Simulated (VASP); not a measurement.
# Al (P6_3/mmc) in VASP: notebook

Al is run at these levels: PBE+D3(BJ); tasks: single point.

All numbers are computed with VASP 6.6.1; they aren't measurements. Logs are shortened: lines on timing, memory, paths and dates and some standing lists are left out, and cuts for length are marked.

## Step 1: The cell of the first run

The structure is hexagonal, space group P6_3/mmc (No. 194). The conventional cell has a = 2.893 Å, b = 2.893 Å, c = 10.040 Å, α = 90.00°, β = 90.00°, γ = 120.00°. Within 3.8 Å of Al (site symmetry -3m) lie 12 Al at 2.89 to 3.01 Å. Within 3.8 Å of Al (site symmetry -6m2) lie 12 Al at 2.89 to 3.01 Å.

This isn't the form of Al at room conditions, which is fcc.

## Step 2: Single point, PBE+D3(BJ)

Contents of INCAR:

```
SYSTEM = Al
ALGO     = Fast           ! electronic algorithm
EDIFF    = 1E-7           ! SCF threshold, eV
ENCUT    = 520            ! plane-wave cutoff, eV
GGA      = PE             ! functional
ISIF     = 2              ! what is computed and relaxed
ISMEAR   = 0              ! smearing method
IVDW     = 12             ! dispersion correction
LASPH    = .TRUE.         ! aspherical terms in the spheres
LCHARG   = .FALSE.        ! write CHGCAR
LREAL    = .FALSE.        ! projectors in reciprocal space
LWAVE    = .FALSE.        ! write WAVECAR
NBANDS   = 14             ! bands
NELM     = 100            ! most SCF steps
PREC     = Accurate       ! precision mode
SIGMA    = 0.15           ! smearing width, eV
```

Contents of KPOINTS:

```
k-points
0
G
  18 18 4
  0 0 0
```

Contents of POSCAR:

```
Al
1.0
    2.8932000000      0.0000000000      0.0000000000
   -1.4466000000      2.5055846982      0.0000000000
    0.0000000000      0.0000000000     10.0395000000
Al
4
Direct
    0.0000000000      0.0000000000      0.0000000000
    0.3333333333      0.6666666667      0.2500000000
    0.0000000000      0.0000000000      0.5000000000
    0.6666666667      0.3333333333      0.7500000000
```

Potentials or basis: VASP PAW PBE potentials, release 64 (Al).

The run is started by

```sh
$ cat potpaw_PBE.64/Al/POTCAR > POTCAR
$ mpirun -np 1 vasp_std > vasp.out
```

OUTCAR:

```text
SYSTEM = Al
   EDIFF = 1E-7
   ENCUT = 520
   GGA = PE
   ISIF = 2
   ISMEAR = 0
   IVDW = 12
   LASPH = .TRUE.
   LREAL = .FALSE.
   NELM = 100
   PREC = Accurate
 IVDW          = 12

 ion  position               nearest neighbor table
   1  0.000  0.000  0.000-   2 3.01   4 3.01   2 3.01   4 3.01   4 3.01   2 3.01
   2  0.333  0.667  0.250-   1 3.01   3 3.01   1 3.01   3 3.01   1 3.01   3 3.01
   3  0.000  0.000  0.500-   2 3.01   4 3.01   2 3.01   4 3.01   4 3.01   2 3.01
   4  0.667  0.333  0.750-   1 3.01   3 3.01   1 3.01   3 3.01   1 3.01   3 3.01

  LATTYP: Found a hexagonal cell.
 ALAT       =     2.8932000000
 C/A-ratio  =     3.4700331813

  Lattice vectors:

 A1 = (   2.8932000000,   0.0000000000,   0.0000000000)
 A2 = (  -1.4466000000,   2.5055846982,   0.0000000000)
 A3 = (   0.0000000000,   0.0000000000,  10.0395000000)

Analysis of symmetry for initial positions (statically):
=====================================================================
 Subroutine PRICEL returns:
 Original cell was already a primitive cell.

 Routine SETGRP: Setting up the symmetry group for a
 hexagonal supercell.

 Subroutine GETGRP returns: Found 24 space group operations
 (whereof 12 operations were pure point group operations)
 out of a pool of 24 trial point group operations.

The static configuration has the point symmetry D_3d.
 The point group associated with its full space group is D_6h.

Analysis of symmetry for dynamics (positions and initial velocities):
=====================================================================
 Subroutine PRICEL returns:
 Original cell was already a primitive cell.

 Routine SETGRP: Setting up the symmetry group for a
 hexagonal supercell.

 Subroutine GETGRP returns: Found 24 space group operations
 (whereof 12 operations were pure point group operations)
 out of a pool of 24 trial point group operations.

The dynamic configuration has the point symmetry D_3d.
 The point group associated with its full space group is D_6h.

 Subroutine INISYM returns: Found 24 space group operations
 (whereof 12 operations are pure point group operations),
 and found     1 'primitive' translations

----------------------------------------------------------------------------------------

                                     Primitive cell

  volume of cell :      72.7779

  direct lattice vectors                    reciprocal lattice vectors
     2.893200000  0.000000000  0.000000000     0.345638048  0.199554220  0.000000000
[... 105 lines left out ...]
   ISMEAR =     0;   SIGMA  =   0.15  broadening in eV -4-tet -1-fermi 0-gaus
   EFERMI_NEDOS =   21; number of points for ismear=-14 and -15
   IALGO  =     68    algorithm
   IMIX   =      4    mixing-type and parameters
     AMIX     =   0.40;   BMIX     =  1.00
     AMIX_MAG =   1.60;   BMIX_MAG =  1.00
  volume/ion in A,a.u.               =      18.19       122.78
  Fermi-wavevector in a.u.,A,eV,Ry     =   0.897709  1.696423 10.964672  0.805881
  Thomas-Fermi vector in A             =   2.020327
   LORBIT       =      0    0 simple, 1 ext, 2 COOP (PROOUT), +10 PAW based schemes
   GGA     = PE    functional components
   LHFCALC =     F    Hartree Fock is set to
   AEXX    =    0.0000 exact exchange contribution
   IVDW    =    12    specifies the selected vdW correction
   LEPSILON=     F    determine dielectric tensor
   LRPA    =     F    only Hartree local field effects (RPA)
 non-spin polarized calculation
 RMM-DIIS sequential band-by-band and
 Gauss-broadening in eV      SIGMA  =   0.15
  energy-cutoff  :      520.00
  volume of cell :       72.78
 maximum number of plane-waves:      2005
 NGX is ok and might be reduce to    24
   NGX = 11   NGY = 11   NGZ = 37

 number of electron      12.0000000 magnetization

 Free energy of the ion-electron system (eV)
  ---------------------------------------------------
  ext. energy  EPLUGINS =         0.00000000
  ---------------------------------------------------
  free energy    TOTEN  =       -14.80107412 eV

  energy without entropy =      -14.78343023  energy(sigma->0) =      -14.79225218

 E-fermi :   7.0039     XC(G=0):  -9.8462

 val. band max:        6.9934023054   @ k =   0.2778   0.2778   0.0000
 cond. band min:       7.0361473716   @ k =   0.3889   0.1111   0.5000
 fundamental gap:      0.0427450662
 Fermi energy:         7.0039403041

 k-point     1 :       0.0000    0.0000    0.0000
  band No.  band energies     occupation
      1      -3.4636      2.00000
      2      -2.0079      2.00000
      3      -2.0015      2.00000
      4       2.0625      2.00000
      5       2.5462      2.00000
      6       9.2342      0.00000
      7       9.2403      0.00000
      8      17.8124      0.00000
      9      17.8170      0.00000
     10      17.8170      0.00000
     11      18.0312      0.00000
     12      18.0312      0.00000
     13      18.3821      0.00000
     14      18.9957      0.00000
[... 377 lines left out ...]
      1       1.3350      2.00000
      2       2.7364      2.00000
      3       2.7410      2.00000
      4       3.8368      2.00000
      5       5.2415      2.00000
      6       5.2656      2.00000
      7       6.8566      1.83521
      8       7.1605      0.14003
      9       9.1126      0.00000
     10       9.6054      0.00000
     11      10.2272      0.00000
     12      11.3886      0.00000
     13      11.5217      0.00000
     14      13.7554      0.00000

 [... further k-points ...]

------------------------ aborting loop because EDIFF is reached ----------------------------------------

 Edisp (eV)   -1.21609

 E8    (eV) :    -0.5433

  FORCE on cell =-STRESS in cart. coord.  units (eV):
  Direction    XX          YY          ZZ          XY          YZ          ZX
  --------------------------------------------------------------------------------------
  -------------------------------------------------------------------------------------
  Total      -3.44763    -3.44763    -4.42632     0.00000     0.00000     0.00000
  in kB     -75.89831   -75.89831   -97.44361     0.00000     0.00000     0.00000
  external pressure =      -83.08 kB  Pullay stress =        0.00 kB

 VOLUME and BASIS-vectors are now :
 -----------------------------------------------------------------------------
  energy-cutoff  :      520.00
  volume of cell :       72.78
      direct lattice vectors                 reciprocal lattice vectors
     2.893200000  0.000000000  0.000000000     0.345638048  0.199554220  0.000000000
    -1.446600000  2.505584698  0.000000000     0.000000000  0.399108440  0.000000000
     0.000000000  0.000000000 10.039500000     0.000000000  0.000000000  0.099606554

 POSITION                                       TOTAL-FORCE (eV/Angst)
 -----------------------------------------------------------------------------------
      0.00000      0.00000      0.00000        -0.000000      0.000000      0.000000
     -0.00000      1.67039      2.50988         0.000000     -0.000000      0.000000
      0.00000      0.00000      5.01975        -0.000000      0.000000      0.000000
      1.44660      0.83519      7.52963        -0.000000      0.000000     -0.000000
 -----------------------------------------------------------------------------------
    total drift:                               -0.000000      0.000000      0.000000

  FREE ENERGIE OF THE ION-ELECTRON SYSTEM (eV)
  ---------------------------------------------------
  free  energy   TOTEN  =       -16.0171595868 eV

  energy  without entropy=      -15.9995156987  energy(sigma->0) =      -16.00833764
```

OSZICAR:

```text
N       E                     dE             d eps       ncg     rms          rms(c)
DAV:   1     0.476008046865E+01    0.47601E+01   -0.39889E+03  3108   0.647E+02
DAV:   2    -0.142231154276E+02   -0.18983E+02   -0.17439E+02  4032   0.835E+01
DAV:   3    -0.148827391323E+02   -0.65962E+00   -0.64920E+00  4238   0.126E+01
DAV:   4    -0.148878922106E+02   -0.51531E-02   -0.51519E-02  3696   0.137E+00
DAV:   5    -0.148879525767E+02   -0.60366E-04   -0.60366E-04  4164   0.156E-01    0.231E+00
RMM:   6    -0.148373595520E+02    0.50593E-01   -0.70881E-03  3125   0.491E-01    0.136E+00
RMM:   7    -0.148013314295E+02    0.36028E-01   -0.19100E-02  3256   0.781E-01    0.185E-01
RMM:   8    -0.148010759227E+02    0.25551E-03   -0.68319E-04  3431   0.171E-01    0.286E-02
RMM:   9    -0.148010777530E+02   -0.18303E-05   -0.99800E-05  3684   0.662E-02    0.173E-02
RMM:  10    -0.148010791664E+02   -0.14134E-05   -0.20441E-05  3700   0.325E-02    0.594E-03
RMM:  11    -0.148010729650E+02    0.62014E-05   -0.50150E-06  3722   0.134E-02    0.643E-03
RMM:  12    -0.148010740472E+02   -0.10822E-05   -0.15010E-06  3666   0.890E-03    0.691E-03
RMM:  13    -0.148010741200E+02   -0.72746E-07   -0.41599E-07  3284   0.421E-03
   1 F= -.16017160E+02 E0= -.16008338E+02  d E =-.176439E-01
```

It took 2 min on 1 thread of Intel Xeon 8259CL, shared host; peak memory 0.26 GiB.

What came out:

```
Free energy                : -16.0172 eV
Pressure                   : -8.3 GPa
Band gap on the k mesh     : zero (bands 6 and 7 overlap by 4.35 eV)
Dispersion energy per atom : -0.304 eV
```

Levels at points of the mesh, in eV from the Fermi level:
```csv
k point,band 2,band 3,band 4,band 5,band 6,band 7,band 8,band 9,band 10,band 11
"(0.00, 0.00, 0.00)",-9.01,-9.01,-4.94,-4.46,2.23,2.24,10.81,10.81,10.81,11.03
"(0.50, 0.00, 0.00)",-4.63,-3.53,-3.46,-3.09,-2.99,0.63,0.88,0.94,1.35,5.85
"(0.00, 0.00, 0.50)",-10.10,-7.21,-7.21,-1.53,-1.53,6.54,6.54,11.08,11.08,11.08
"(0.50, 0.00, 0.50)",-4.39,-4.29,-4.29,-1.76,-1.76,-1.21,-1.21,3.74,3.74,4.21
```

Caveat: the cell stands under tension.

## Step 3: Single point, PBE+D3(BJ)

This run uses another cell than the first one, of 18.41 Å³/atom.

Contents of INCAR:

```
PREC = Accurate ; ENCUT = 520
EDIFF = 1E-6 ; ISMEAR = 0
SIGMA = 0.15 ; LREAL = False
LASPH = True ; NELM = 80
ALGO = Fast ; ISIF = 2
LWAVE = False ; LCHARG = True
GGA = PE ; IVDW = 12
LELF = True ; LVHAR = True
NBANDS = 14
```

Contents of KPOINTS:

```
regular mesh
0
Gamma
  18 18 4
```

Contents of POSCAR:

```
Al
1.0
    2.8538000000      0.0000000000      0.0000000000
   -1.4269000000      2.4714632973      0.0000000000
    0.0000000000      0.0000000000     10.4387000000
Al
4
Direct
    0.0000000000      0.0000000000      0.0000000000
    0.3333333333      0.6666666667      0.2500000000
    0.0000000000      0.0000000000      0.5000000000
    0.6666666667      0.3333333333      0.7500000000
```

Potentials or basis: VASP PAW PBE potentials, release 64 (Al).

The run is started by

```sh
$ cat potpaw_PBE.64/Al/POTCAR > POTCAR
$ mpirun -np 1 vasp_std > vasp.out
```

Wall time 2 min (1 thread of Intel Xeon 8259CL, shared host); peak memory 0.25 GiB.

Results (log left out):

| Item | Value |
| --- | --- |
| Free energy | -15.9174 eV |
| Pressure | -8.1 GPa |
| Band gap on the k mesh | zero (bands 6 and 7 overlap by 3.93 eV) |
| Dispersion energy per atom | -0.301 eV |

Stress tensor (GPa, compression positive):
```
 -6.82   0.00   0.00
  0.00  -6.82   0.00
  0.00   0.00 -10.72
```

Levels at points of the mesh, in eV from the Fermi level:
```tsv
k point	band 3	band 4	band 5	band 6	band 7	band 8	band 9	band 10
(0.00, 0.00, 0.00)	-9.03	-5.48	-4.57	1.43	1.43	9.77	9.85	11.54
(0.50, 0.00, 0.00)	-3.39	-3.36	-2.91	-2.86	0.24	0.58	0.96	1.40
(0.00, 0.00, 0.50)	-7.38	-7.38	-2.06	-2.06	5.45	5.45	11.80	11.80
(0.50, 0.00, 0.50)	-4.09	-4.09	-1.75	-1.75	-1.21	-1.21	3.37	3.37
```

Caveat: the cell stands under tension.

## Step 4: Single point, PBE+D3(BJ)

This run uses another cell than the first one, of 18.44 Å³/atom.

Contents of INCAR:

```
SYSTEM = Al
ALGO = Normal
EDIFF = 1E-7
ENCUT = 520
GGA = PE
ISIF = 2
ISMEAR = 0
IVDW = 12
LASPH = .TRUE.
LCHARG = .TRUE.
LELF = .TRUE.
LREAL = .FALSE.
LVHAR = .TRUE.
LWAVE = .FALSE.
NBANDS = 14
NELM = 60
PREC = Accurate
SIGMA = 0.15
```

Contents of KPOINTS:

```
k-points
0
G
  18 18 4
  0 0 0
```

Contents of POSCAR:

```
Al
1.0
    2.9720000000      0.0000000000      0.0000000000
   -1.4860000000      2.5738275000      0.0000000000
    0.0000000000      0.0000000000      9.6403000000
Al
4
Direct
    0.0000000000      0.0000000000      0.0000000000
    0.3333333333      0.6666666667      0.2500000000
    0.0000000000      0.0000000000      0.5000000000
    0.6666666667      0.3333333333      0.7500000000
```

The run is started by

```sh
$ cat potpaw_PBE.64/Al/POTCAR > POTCAR
$ mpirun -np 1 vasp_std > vasp.out
```

Wall time 1.9 min (1 thread of Intel Xeon 8259CL, shared host); peak memory 0.25 GiB.

It converged, with:

```
Free energy                : -15.9718 eV
Pressure                   : -9.1 GPa
Band gap on the k mesh     : zero (bands 6 and 7 overlap by 5.26 eV)
Dispersion energy per atom : -0.300 eV
```

Stress tensor (GPa, compression positive):
```
-9.45  0.00  0.00
 0.00 -9.45  0.00
 0.00  0.00 -8.51
```

Levels at points of the mesh, in eV from the Fermi level:
| k point | band 3 | band 4 | band 5 | band 6 | band 7 | band 8 | band 9 | band 10 |
| --- | --- | --- | --- | --- | --- | --- | --- | --- |
| (0.00, 0.00, 0.00) | -8.78 | -4.13 | -4.10 | 3.36 | 3.37 | 9.70 | 9.70 | 10.02 |
| (0.50, 0.00, 0.00) | -3.59 | -3.45 | -3.25 | -3.06 | 0.91 | 1.16 | 1.41 | 1.42 |
| (0.00, 0.00, 0.50) | -6.82 | -6.82 | -0.70 | -0.70 | 7.95 | 7.95 | 9.98 | 9.98 |
| (0.50, 0.00, 0.50) | -4.39 | -4.39 | -1.70 | -1.70 | -1.13 | -1.13 | 4.28 | 4.28 |

Caveat: the cell stands under tension.

## Step 5: Single point, PBE+D3(BJ)

This run uses another cell than the first one, of 18.59 Å³/atom.

Contents of INCAR:

```
SYSTEM = Al
PREC     = Accurate       ! precision mode
ENCUT    = 520            ! plane-wave cutoff, eV
EDIFF    = 1E-6           ! SCF threshold, eV
ISMEAR   = 0              ! smearing method
SIGMA    = 0.15           ! smearing width, eV
LREAL    = .FALSE.        ! projectors in reciprocal space
LASPH    = .TRUE.         ! aspherical terms in the spheres
NELM     = 100            ! most SCF steps
ALGO     = Normal         ! electronic algorithm
ISIF     = 2              ! what is computed and relaxed
LWAVE    = .FALSE.        ! write WAVECAR
LCHARG   = .TRUE.         ! write CHGCAR
GGA      = PE             ! functional
IVDW     = 12             ! dispersion correction
LELF     = .TRUE.         ! ELF
LVHAR    = .TRUE.       
NBANDS   = 14             ! bands
```

Contents of KPOINTS:

```
Automatic mesh
0
G
  18 18 4
  0 0 0
```

Contents of POSCAR:

```
Al
1.0
    2.8144222649      0.0000000000      0.0000000000
   -1.4072111325      2.4373611784      0.0000000000
    0.0000000000      0.0000000000     10.8379000000
Al
4
Direct
    0.0000000000      0.0000000000      0.0000000000
    0.3333333333      0.6666666667      0.2500000000
    0.0000000000      0.0000000000      0.5000000000
    0.6666666667      0.3333333333      0.7500000000
```

The run is started by

```sh
$ cat potpaw_PBE.64/Al/POTCAR > POTCAR
$ mpirun -np 1 vasp_std > vasp.out
```

Run time: 1.8 min. Hardware: 1 thread of Intel Xeon 8259CL, shared host; peak memory 0.25 GiB.

It converged, with:

```
Free energy                : -15.8041 eV
Pressure                   : -7.5 GPa
Band gap on the k mesh     : zero (bands 6 and 7 overlap by 3.64 eV)
Dispersion energy per atom : -0.298 eV
```

Stress tensor (GPa, compression positive):
```
 -5.42   0.00   0.00
  0.00  -5.42   0.00
  0.00   0.00 -11.63
```

Levels at points of the mesh, in eV from the Fermi level:
```
           k point  band 3  band 4  band 5  band 6  band 7  band 8  band 9  band 10
(0.00, 0.00, 0.00)   -9.06   -5.98   -4.65    0.71    0.72    8.45    8.76    12.25
(0.50, 0.00, 0.00)   -3.28   -3.27   -2.73   -2.72   -0.09    0.26    1.06     1.48
(0.00, 0.00, 0.50)   -7.56   -7.56   -2.51   -2.51    4.46    4.46   12.50    12.50
(0.50, 0.00, 0.50)   -3.89   -3.89   -1.75   -1.75   -1.21   -1.21    3.09     3.09
```

Caveat: the stress differs along the axes, from -12 to -5 GPa.

## Step 6: Summary

```tsv
cell	gap on the mesh (eV)	pressure (GPa)
a = 2.893, b = 2.893, c = 10.040 Å, angles 90.0, 90.0, 120.0°, 4 atoms	none	-8.3
a = 2.854, b = 2.854, c = 10.439 Å, angles 90.0, 90.0, 120.0°, 4 atoms	none	-8.1
a = 2.972, b = 2.972, c = 9.640 Å, angles 90.0, 90.0, 120.0°, 4 atoms	none	-9.1
a = 2.814, b = 2.814, c = 10.838 Å, angles 90.0, 90.0, 120.0°, 4 atoms	none	-7.5
```

Alike in all rows: task single point; level PBE+D3(BJ); potentials or basis VASP PAW PBE potentials, release 64 (Al); no spin polarisation; k mesh 18 × 18 × 4; cutoff (eV) 520; smearing gaussian 0.15 eV.

Caveats: the cell stands under tension (at least some runs); the stress differs along the axes, from -12 to -5 GPa (at least some runs).

Total energies depend on the potentials used, so only differences within one code and one set of settings carry meaning.

The gap in the log of VASP goes by the Fermi energy; the results here count the filled bands.